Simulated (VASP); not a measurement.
A run of VASP 6.6.1:

INCAR

```
SYSTEM = Na2S
PREC = Accurate
ENCUT = 500
EDIFF = 1E-8
ISMEAR = 0
SIGMA = 0.01
LREAL = .FALSE.
LASPH = .TRUE.
NELM = 120
ALGO = Normal
ISIF = 3
LWAVE = .FALSE.
LCHARG = .TRUE.
GGA = PS
NBANDS = 17
IBRION = 6
NFREE = 2
POTIM = 0.015
NSW = 1
GGA_COMPAT = .FALSE.
```

File KPOINTS:

```
regular mesh
0
G
  6 6 6
  0 0 0
```

POSCAR

```
Na2S
1.0
    0.0000000000      3.1362218808      3.1362218808
    3.1362218808      0.0000000000      3.1362218808
    3.1362218808      3.1362218808      0.0000000000
Na S
2 1
Direct
    0.2500000000      0.2500000000      0.2500000000
    0.7500000000      0.7500000000      0.7500000000
    0.0000000000      0.0000000000      0.0000000000
```

Potentials or basis: VASP PAW PBE potentials, release 64 (Na_pv, S).

Run with:

```sh
$ cat potpaw_PBE.64/Na_pv/POTCAR potpaw_PBE.64/S/POTCAR > POTCAR
$ mpirun -np 1 vasp_std > vasp.out
```

Hardware: 1 thread of Intel(R) Xeon(R) 6975P-C (Granite Rapids) (shared host).

Estimate the wall time of this run.

It took 3.5 min on 1 thread of Intel(R) Xeon(R) 6975P-C (Granite Rapids) (shared host), peak memory 0.23 GiB. Counts: scf iterations 194, k points 16.
